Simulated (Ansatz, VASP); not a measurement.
# MgI2 in VASP and in Ansatz

Contents of INCAR:

```
ALGO = Normal
EDIFF = 1E-6
ENCUT = 520
ISIF = 2
ISMEAR = 0
LASPH = T
LCHARG = F
LREAL = F
LWAVE = F
NBANDS = 15
NELM = 60
PREC = Accurate
SIGMA = 0.05
```

The input KPOINTS:

```
k-points
0
Gamma
  6 6 4
```

POSCAR

```
MgI2
1.0
    4.1134023628      0.0000000000      0.0000000000
   -2.0567011814      3.5623109422      0.0000000000
    0.0000000000      0.0000000000      6.7474938499
Mg I
1 2
Direct
    0.0000000000      0.0000000000      0.0000000000
    0.3333333333      0.6666666667      0.7523486881
    0.6666666667      0.3333333333      0.2476513119
```

Input for Ansatz:

```yaml
crystal:
  lattice:
    - [4.1134023628, 0.0, 0.0]
    - [-2.0567011814, 3.5623109422, 0.0]
    - [0.0, 0.0, 6.7474938499]
  atoms:
    - { symbol: Mg, position: [0.0, 0.0, 0.0] }
    - { symbol: I, position: [0.3333333333, 0.6666666667, 0.7523486881] }
    - { symbol: I, position: [0.6666666667, 0.3333333333, 0.2476513119] }
basis:
  ecutwfc: 520.0
kpoints:
  mp_grid: { grid: [6, 6, 4] }
hamiltonian:
  xc: lda
scf:
  occupations: { method: gaussian, width: 0.05 }
output:
  forces: true
  stress: true
  eigenvalues: true
```

Alike in both runs: task single point; functional LDA; k mesh 6 × 6 × 4; occupations gaussian, width 0.05 eV; no spin polarisation.

|  | VASP | Ansatz |
| --- | --- | --- |
| version | VASP 6.6.1 | Ansatz 0.2.0 |
| potentials or method | VASP PAW LDA potentials, release 64 (Mg, I), cutoff 520 eV | scalar-relativistic, plane waves, PAW |
| valence electrons in the cell | 16 | 44 |

|  | VASP | Ansatz | Ansatz less VASP |
| --- | --- | --- | --- |
| gap on the k mesh at the Fermi level (eV) | 3.31 | 3.33 | +0.019 |
| least direct gap on the mesh (eV) | 3.48 | 3.47 | -0.008 |
| pressure (GPa) | -1.0 | -0.9 | +0.11 |
| rms of the force components (eV/Å) | 0.064 | 0.059 | -0.0051 |

LDA's correlation is that of Perdew and Zunger in VASP and of Perdew and Wang (1992) in Ansatz. Atom by atom the forces differ by 0.005 eV/Å (rms over components). VASP's potentials hold 16 valence electrons a cell and Ansatz's 44, so a difference there can come from the potentials and not from the codes.

Neither program's run includes spin-orbit coupling.
